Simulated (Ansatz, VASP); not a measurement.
**PtS2 in VASP and in Ansatz**

```
Pt S
1.0
     3.54320    0.00000    0.00000
    -1.77160    3.06850    0.00000
     0.00000    0.00000    5.03880
Pt S
1 2
Cartesian
  0.0000 0.0000 0.0000
  0.0884 1.9573 1.2597
  1.8600 0.9344 3.7791
```

Change from the starting cell: all S atoms moved +0.125 Å, as atom 2 along Cartesian [1 -1 0].

Alike in both runs: task single point; functional PBEsol; k mesh 12 × 12 × 8; occupations gaussian, width 0.05 eV; no spin polarisation.

```csv
,VASP,Ansatz
version,VASP 6.6.1,Ansatz 0.2.0
potentials or method,"VASP PAW PBE potentials, release 64 (Pt, S), cutoff 520 eV","scalar-relativistic, plane waves, PAW"
valence electrons in the cell,22,30
```

```tsv
	VASP	Ansatz	Ansatz less VASP
gap on the k mesh at the Fermi level (eV)	0.51	0.50	-0.005
least direct gap on the mesh (eV)	0.75	0.74	-0.011
pressure (GPa)	-2.0	-1.8	+0.23
traceless stress, the component that is largest in VASP (GPa)	-1.66	-1.76	-0.101
rms of the force components (eV/Å)	0.839	0.835	-0.0039
```

VASP's potentials were made for PBE, not for PBEsol. Atom by atom the forces differ by 0.011 eV/Å (rms over components). With one functional, cell and mesh, what is left measures potentials, basis and numerics. VASP's potentials hold 22 valence electrons a cell and Ansatz's 30, so a difference there can come from the potentials and not from the codes.

Spin-orbit coupling is off throughout.
